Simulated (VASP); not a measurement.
# CuO (P1) in VASP: a series of runs

CuO is run at these levels: PBEsol, BLYP, PBE; tasks: single point.

Program: VASP 6.6.1. These are calculated values, not measurements. Logs are shortened: lines on timing, memory, paths and dates and some standing lists are left out, and cuts for length are marked.

## Step 1: The cell of the first run

The typed cell holds 2 atoms: a = 3.033 Å, b = 3.033 Å, c = 3.033 Å, α = 60.00°, β = 60.00°, γ = 60.00°.

## Step 2: Single point, PBEsol

The input, INCAR:

```
ALGO     = Normal         # electronic algorithm
EDIFF    = 1E-6           # SCF threshold, eV
ENCUT    = 520            # plane-wave cutoff, eV
GGA      = PS             # functional
ISIF     = 2              # what is computed and relaxed
ISMEAR   = -1             # smearing method
LASPH    = T              # aspherical terms in the spheres
LCHARG   = F              # write CHGCAR
LREAL    = F              # projectors in reciprocal space
LWAVE    = F              # write WAVECAR
NBANDS   = 16             # bands
NELM     = 100            # most SCF steps
PREC     = Accurate       # precision mode
SIGMA    = 0.05           # smearing width, eV
```

The input, KPOINTS:

```
k-points
0
Gamma
  11 11 11
```

The input, POSCAR:

```
CuO
1.0
    0.0000000000      2.1444126677      2.1444126677
    2.1444126677      0.0000000000      2.1444126677
    2.1444126677      2.1444126677      0.0000000000
Cu O
1 1
Direct
    0.0294977200      0.0281008700      0.9080259900
    0.4705022800      0.4718991300      0.5919740100
```

Potentials or basis: VASP PAW PBE potentials, release 64 (Cu, O).

Started as:

```sh
$ cat potpaw_PBE.64/Cu/POTCAR potpaw_PBE.64/O/POTCAR > POTCAR
$ mpirun -np 1 vasp_std > vasp.out
```

OUTCAR:

```text
EDIFF = 1E-6
   ENCUT = 520
   GGA = PS
   ISIF = 2
   ISMEAR = -1
   LASPH = T
   LREAL = F
   NELM = 100
   PREC = Accurate

 ion  position               nearest neighbor table
   1  0.029  0.028  0.908-   2 1.91   2 1.91   2 1.94
   2  0.471  0.472  0.592-   1 1.91   1 1.91   1 1.94

  LATTYP: Found a face centered cubic cell.
 ALAT       =     4.2888253354

  Lattice vectors:

 A1 = (   0.0000000000,   2.1444126677,   2.1444126677)
 A2 = (   2.1444126677,   0.0000000000,   2.1444126677)
 A3 = (   2.1444126677,   2.1444126677,   0.0000000000)

Analysis of symmetry for initial positions (statically):
=====================================================================
 Subroutine PRICEL returns:
 Original cell was already a primitive cell.

 Routine SETGRP: Setting up the symmetry group for a
 face centered cubic supercell.

 Subroutine GETGRP returns: Found  1 space group operations
 (whereof  1 operations were pure point group operations)
 out of a pool of 48 trial point group operations.

The static configuration has the point symmetry C_1 .

Analysis of symmetry for dynamics (positions and initial velocities):
=====================================================================
 Subroutine PRICEL returns:
 Original cell was already a primitive cell.

 Routine SETGRP: Setting up the symmetry group for a
 face centered cubic supercell.

 Subroutine GETGRP returns: Found  1 space group operations
 (whereof  1 operations were pure point group operations)
 out of a pool of 48 trial point group operations.

The dynamic configuration has the point symmetry C_1 .

 Subroutine INISYM returns: Found  1 space group operations
 (whereof  1 operations are pure point group operations),
 and found     1 'primitive' translations

----------------------------------------------------------------------------------------

                                     Primitive cell

  volume of cell :      19.7222

  direct lattice vectors                    reciprocal lattice vectors
     0.000000000  2.144412668  2.144412668    -0.233164077  0.233164077  0.233164077
     2.144412668  0.000000000  2.144412668     0.233164077 -0.233164077  0.233164077
     2.144412668  2.144412668  0.000000000     0.233164077  0.233164077 -0.233164077

  length of vectors
     3.032657478  3.032657478  3.032657478     0.403852028  0.403852028  0.403852028

  position of ions in fractional coordinates (direct lattice)
     0.029497720  0.028100870  0.908025990
     0.470502280  0.471899130  0.591974010

  ion indices of the primitive-cell ions
   primitive index   ion index
                 1           1
                 2           2

----------------------------------------------------------------------------------------

 KPOINTS: k-points

Automatic generation of k-mesh.
 Grid dimensions read from file:
 generate k-points for:   11   11   11

 Generating k-lattice:

  Cartesian coordinates                     Fractional coordinates (reciprocal lattice)
    -0.021196734  0.021196734  0.021196734     0.090909091  0.000000000  0.000000000
     0.021196734 -0.021196734  0.021196734     0.000000000  0.090909091  0.000000000
     0.021196734  0.021196734 -0.021196734     0.000000000  0.000000000  0.090909091

  Length of vectors
     0.036713821  0.036713821  0.036713821

  Shift w.r.t. Gamma in fractional coordinates (k-lattice)
     0.000000000  0.000000000  0.000000000

 Subroutine IBZKPT returns following result:
 ===========================================

 Found    666 irreducible k-points:

 Following reciprocal coordinates:
            Coordinates               Weight
  0.000000  0.000000  0.000000      1.000000
  0.090909  0.000000  0.000000      2.000000
  0.000000  0.090909  0.000000      2.000000
  0.000000  0.000000  0.090909      2.000000
  0.090909  0.090909  0.090909      2.000000
  0.181818  0.000000  0.000000      2.000000
[... 16 lines left out ...]
  0.000000  0.090909  0.090909      2.000000
  0.090909  0.000000  0.090909      2.000000
 [... further k-points ...]
   k-points           NKPTS =    666   k-points in BZ     NKDIM =    666   number of bands    NBANDS=     16
   number of dos      NEDOS =    301   number of ions     NIONS =      2
   total plane-waves  NPLWV =  13824
   dimension x,y,z NGX =    24 NGY =   24 NGZ =   24
   dimension x,y,z NGXF=    48 NGYF=   48 NGZF=   48
   ions per type =               1   1
   NGX,Y,Z   is equivalent  to a cutoff of  13.16, 13.16, 13.16 a.u.
   NGXF,Y,Z  is equivalent  to a cutoff of  26.31, 26.31, 26.31 a.u.
 SYSTEM =  unknown system
   PREC   = accura    normal or accurate (medium, high low for compatibility)
   ISTART =      0    job   : 0-new  1-cont  2-samecut
   ICHARG =      2    charge: 1-file 2-atom 10-const
   ISPIN  =      1    spin polarized calculation?
   LNONCOLLINEAR =      F non collinear calculations
   LSORBIT =      F    spin-orbit coupling
   LASPH  =      T    aspherical Exc in radial PAW
   ENCUT  =  520.0 eV  38.22 Ry    6.18 a.u.   5.64  5.64  5.64*2*pi/ulx,y,z
   NELM   =    100;   NELMIN=  2; NELMDL= -5     # of ELM steps
   EDIFF  = 0.1E-05   stopping-criterion for ELM
   LREAL  =      F    real-space projection
   EDIFFG = 0.1E-04   stopping-criterion for IOM
   NSW    =      0    number of steps for IOM
   IBRION =     -1    ionic relax: 0-MD 1-quasi-New 2-CG
   NFREE  =      0    steps in history (QN), initial steepest desc. (CG)
   ISIF   =      2    stress and relaxation
   ISYM   =      2    0-nonsym 1-usesym 2-fastsym
   POTIM  = 0.5000    time-step for ionic-motion
   TEBEG  =    0.0;   TEEND  =   0.0 temperature during run
   PSTRESS=    0.0 pullay stress
   NELECT =      17.0000    total number of electrons
   NUPDOWN=      -1.0000    fix difference up-down
   EMIN   =  10.00;   EMAX   =-10.00  energy-range for DOS
   EFERMI =   0.00;   METHOD = LEGACY
   ISMEAR =    -1;   SIGMA  =   0.05  broadening in eV -4-tet -1-fermi 0-gaus
   EFERMI_NEDOS =   21; number of points for ismear=-14 and -15
   IALGO  =     38    algorithm
   IMIX   =      4    mixing-type and parameters
     AMIX     =   0.40;   BMIX     =  1.00
     AMIX_MAG =   1.60;   BMIX_MAG =  1.00
  volume/ion in A,a.u.               =       9.86        66.55
  Fermi-wavevector in a.u.,A,eV,Ry     =   1.558019  2.944229 33.027102  2.427423
  Thomas-Fermi vector in A             =   2.661585
   LORBIT       =      0    0 simple, 1 ext, 2 COOP (PROOUT), +10 PAW based schemes
   GGA     = PS    functional components
   LHFCALC =     F    Hartree Fock is set to
   AEXX    =    0.0000 exact exchange contribution
   IVDW    =     0    specifies the selected vdW correction
   LEPSILON=     F    determine dielectric tensor
   LRPA    =     F    only Hartree local field effects (RPA)
 non-spin polarized calculation
  energy-cutoff  :      520.00
  volume of cell :       19.72
 maximum number of plane-waves:       539
   NGX = 11   NGY = 11   NGZ = 11

 number of electron      16.9999994 magnetization

 Free energy of the ion-electron system (eV)
  ---------------------------------------------------
  ext. energy  EPLUGINS =         0.00000000
  ---------------------------------------------------
  free energy    TOTEN  =       -10.10439546 eV

  energy without entropy =      -10.08214655  energy(sigma->0) =      -10.09327101

 E-fermi :   5.5005     XC(G=0): -12.4007

 val. band max:        5.5002294581   @ k =  -0.1818   0.0909  -0.0909
 cond. band min:       5.5022554879   @ k =   0.2727   0.2727  -0.2727
 fundamental gap:      0.0020260298
 Fermi energy:         5.5005482161

 k-point     1 :       0.0000    0.0000    0.0000
  band No.  band energies     occupation
      1     -13.8104      2.00000
      2       1.1347      2.00000
      3       1.1907      2.00000
      4       1.8338      2.00000
      5       3.1164      2.00000
      6       3.1478      2.00000
[... 8 lines left out ...]
     15      26.7884      0.00000
     16      26.8338      0.00000

 k-point     2 :       0.0909    0.0000    0.0000
  band No.  band energies     occupation
      1     -13.7318      2.00000
      2       0.8251      2.00000
      3       1.1403      2.00000
      4       1.9545      2.00000
      5       3.0993      2.00000
      6       3.1267      2.00000
[... 8 lines left out ...]
     15      26.2308      0.00000
     16      26.7659      0.00000

 k-point     3 :       0.0000    0.0909    0.0000
  band No.  band energies     occupation
      1     -13.7317      2.00000
      2       0.8183      2.00000
      3       1.1509      2.00000
      4       1.9529      2.00000
      5       3.0978      2.00000
      6       3.1262      2.00000
[... 8 lines left out ...]
     15      26.2385      0.00000
     16      26.7595      0.00000

 k-point     4 :       0.0000    0.0000    0.0909
  band No.  band energies     occupation
      1     -13.7330      2.00000
      2       1.0378      2.00000
      3       1.0938      2.00000
      4       1.5641      2.00000
      5       3.1545      2.00000
      6       3.1819      2.00000
[... 8 lines left out ...]
     15      26.2652      0.00000
     16      26.3079      0.00000

 k-point     5 :       0.0909    0.0909    0.0909
  band No.  band energies     occupation
      1     -13.7319      2.00000
      2       0.8551      2.00000
      3       1.0963      2.00000
      4       1.9609      2.00000
      5       3.1034      2.00000
      6       3.1292      2.00000
[... 8 lines left out ...]
     15      26.2015      0.00000
     16      26.7876      0.00000

 k-point     6 :       0.1818    0.0000    0.0000
  band No.  band energies     occupation
      1     -13.5133      2.00000
      2       0.1392      2.00000
      3       1.0295      2.00000
      4       2.0713      2.00000
      5       3.0276      2.00000
      6       3.1228      2.00000
[... 8 lines left out ...]
     15      26.0897      0.00000
     16      27.1432      0.00000

 k-point     7 :       0.0000    0.1818    0.0000
  band No.  band energies     occupation
      1     -13.5132      2.00000
      2       0.1339      2.00000
      3       1.0437      2.00000
      4       2.0702      2.00000
      5       3.0208      2.00000
      6       3.1229      2.00000
[... 8 lines left out ...]
     15      26.0923      0.00000
     16      27.1485      0.00000

 k-point     8 :       0.0000    0.0000    0.1818
  band No.  band energies     occupation
      1     -13.5180      2.00000
      2       0.7851      2.00000
      3       0.8073      2.00000
      4       0.8824      2.00000
      5       3.2610      2.00000
      6       3.2815      2.00000
[... 8 lines left out ...]
     15      26.2611      0.00000
     16      26.2828      0.00000

 k-point     9 :       0.1818    0.1818    0.1818
  band No.  band energies     occupation
      1     -13.5137      2.00000
      2       0.1597      2.00000
      3       0.9772      2.00000
      4       2.0744      2.00000
      5       3.0561      2.00000
      6       3.1177      2.00000
[... 8 lines left out ...]
     15      26.0788      0.00000
     16      27.1224      0.00000
[... 172 lines left out ...]
 k-point    19 :       0.0000    0.4545    0.0000
  band No.  band energies     occupation
      1     -12.7134      2.00000
      2      -1.7258      2.00000
      3       0.6225      2.00000
      4       1.4924      2.00000
      5       3.4386      2.00000
      6       3.4729      2.00000
[... 8 lines left out ...]
     15      29.2188      0.00000
     16      29.4658      0.00000

 k-point    20 :       0.0000    0.0000    0.4545
  band No.  band energies     occupation
      1     -12.7291      2.00000
      2      -1.3893      2.00000
      3       0.1589      2.00000
      4       0.2176      2.00000
      5       3.6350      2.00000
      6       3.6483      2.00000
[... 8 lines left out ...]
     15      29.4077      0.00000
     16      29.4281      0.00000

 k-point    21 :       0.4545    0.4545    0.4545
  band No.  band energies     occupation
      1     -12.7153      2.00000
      2      -1.7150      2.00000
      3       0.5391      2.00000
      4       1.4850      2.00000
      5       3.4666      2.00000
      6       3.4805      2.00000
[... 8 lines left out ...]
     15      29.2526      0.00000
     16      29.4626      0.00000

 k-point    22 :       0.0909    0.0909    0.0000
  band No.  band energies     occupation
      1     -13.7070      2.00000
      2       0.8154      2.00000
      3       1.1043      2.00000
      4       1.8450      2.00000
      5       3.1056      2.00000
      6       3.1613      2.00000
[... 8 lines left out ...]
     15      26.6759      0.00000
     16      28.0177      0.00000

 k-point    23 :       0.0000    0.0909    0.0909
  band No.  band energies     occupation
      1     -13.7067      2.00000
      2       0.7680      2.00000
      3       1.1555      2.00000
      4       1.8439      2.00000
      5       3.0800      2.00000
      6       3.1852      2.00000
[... 8 lines left out ...]
     15      26.6558      0.00000
     16      28.0396      0.00000

 k-point    24 :       0.0909    0.0000    0.0909
  band No.  band energies     occupation
      1     -13.7068      2.00000
      2       0.7779      2.00000
      3       1.1450      2.00000
      4       1.8437      2.00000
      5       3.0850      2.00000
      6       3.1807      2.00000
[... 8 lines left out ...]
     15      26.6600      0.00000
     16      28.0351      0.00000

 [... further k-points ...]
[... 5 lines left out ...]
  --------------------------------------------------------------------------------------
  -------------------------------------------------------------------------------------
  Total        0.3845898      0.2963915      0.0174160     -0.3239806      0.2370911      0.2556233
  in kB       31.2430363     24.0780492      1.4148301    -26.3193138     19.2606380     20.7661507
  external PRESSURE =      18.9119718 kB  Pullay stress =       0.0000000 kB

 VOLUME and BASIS-vectors are now :
 -----------------------------------------------------------------------------
  energy-cutoff  :      520.00
  volume of cell :       19.72
      direct lattice vectors                 reciprocal lattice vectors
     0.000000000  2.144412668  2.144412668    -0.233164077  0.233164077  0.233164077
     2.144412668  0.000000000  2.144412668     0.233164077 -0.233164077  0.233164077
     2.144412668  2.144412668  0.000000000     0.233164077  0.233164077 -0.233164077

 POSITION                                       TOTAL-FORCE (eV/Angst)
 -----------------------------------------------------------------------------------
      2.00744      2.01044      0.12352         0.406624      0.361316     -0.227938
      2.28138      2.27839      2.02090        -0.406624     -0.361316      0.227938
 -----------------------------------------------------------------------------------
    total drift:                                0.000011      0.000167     -0.000946

  FREE ENERGIE OF THE ION-ELECTRON SYSTEM (eV)
  ---------------------------------------------------
  free  energy   TOTEN  =       -10.1043954610 eV

  energy  without entropy=      -10.0821465506  energy(sigma->0) =      -10.09327101
```

Run time: 3.1 min. Hardware: 1 thread of Intel Xeon 8259CL, shared host; peak memory 0.31 GiB.

What came out:

* Free energy: -10.1044 eV
* Pressure: 1.9 GPa
* Largest force: 0.590 eV/Å
* Band gap on the k mesh: zero (an odd number of electrons rules out a gap without spin polarisation)

Forces in eV/Å, atoms in the order of the input:
```
Cu   0.407  0.361 -0.228
O   -0.407 -0.361  0.228
```

Caveat: the PAW data sets were made with another functional, which shifts forces and pressure a little; an odd number of electrons without spin polarisation forces a metal; a magnetic or distorted state may lie lower; semilocal functionals often make such compounds metallic where correlation or magnetic order opens a gap, which also shifts bond lengths. With open d or f shells a metallic result of PBEsol can be an artefact of self-interaction; +U or a hybrid may open a gap.

[end of part 1 of 2]
